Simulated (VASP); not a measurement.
Here is a VASP 6.6.1 calculation.

INCAR

```
SYSTEM = Si2N
ALGO     = Normal         ! electronic algorithm
EDIFF    = 1E-7           ! SCF threshold, eV
ENCUT    = 520            ! plane-wave cutoff, eV
GGA      = PE             ! functional
ISIF     = 2              ! what is computed and relaxed
ISMEAR   = 0              ! smearing method
LASPH    = .True.         ! aspherical terms in the spheres
LCHARG   = .False.        ! write CHGCAR
LREAL    = .False.        ! projectors in reciprocal space
LWAVE    = .False.        ! write WAVECAR
NBANDS   = 14             ! bands
NELM     = 100            ! most SCF steps
PREC     = Accurate       ! precision mode
SIGMA    = 0.1            ! smearing width, eV
```

KPOINTS

```
k-points
0
Gamma
  18 18 18
  0 0 0
```

POSCAR

```
Si2N
1.0
    1.3587535681      0.7844767383      5.4705566921
   -1.3587535681      0.7844767383      5.4705566921
    0.0000000000     -1.5689534766      5.4705566921
Si N
2 1
Direct
    0.5853580498      0.5853580498      0.5853580498
    0.4146419502      0.4146419502      0.4146419502
    0.0000000000      0.0000000000      0.0000000000
```

Potentials or basis: VASP PAW PBE potentials, release 64 (Si, N).

Command:

```bash
$ cat potpaw_PBE.64/Si/POTCAR potpaw_PBE.64/N/POTCAR > POTCAR
$ mpirun -np 1 vasp_std > vasp.out
```

(1) What does it give for the largest force?

(2) Predict the pressure.

## Answers

(1) 0.007 eV/Å.

(2) 0.0 GPa.
